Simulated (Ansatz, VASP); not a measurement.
## N in VASP and in Ansatz

```
N
1.0
     4.78198    0.00000    0.00000
     0.00000    4.78198    0.00000
     0.00000    0.00000    4.78198
N
4
Cartesian
  -0.0001 -0.0001 -0.0001
  2.3911 4.7821 2.3909
  2.3909 2.3911 4.7821
  4.7821 2.3909 2.3911
```

Alike in both runs: functional LDA; k mesh 6 × 6 × 6; occupations gaussian, width 0.02 eV; collinear spin.

Ansatz relaxed the structure, and its values are those at the end. VASP's run is a single point on that final structure, the one shown.

|  | VASP | Ansatz |
| --- | --- | --- |
| version | VASP 6.6.1 | Ansatz 0.2.0 |
| potentials or method | VASP PAW LDA potentials, release 64 (N), cutoff 520 eV | scalar-relativistic, plane waves, PAW |
| valence electrons in the cell | 20 | 20 |

```csv
,VASP,Ansatz,Ansatz less VASP
gap on the k mesh at the Fermi level (eV),1.48,1.61,+0.133
least direct gap on the mesh (eV),1.66,1.79,+0.132
pressure (GPa),0.0,0.1,+0.07
net moment per atom (μB),3.00,3.00,0.000
size of the moment on the site where the two differ most (μB),1.93,2.86,+0.932
```

LDA's correlation is that of Perdew and Zunger in VASP and of Perdew and Wang (1992) in Ansatz. Site moments also hang on the region over which each program counts them. Ansatz's warnings: stress scf threshold loose.
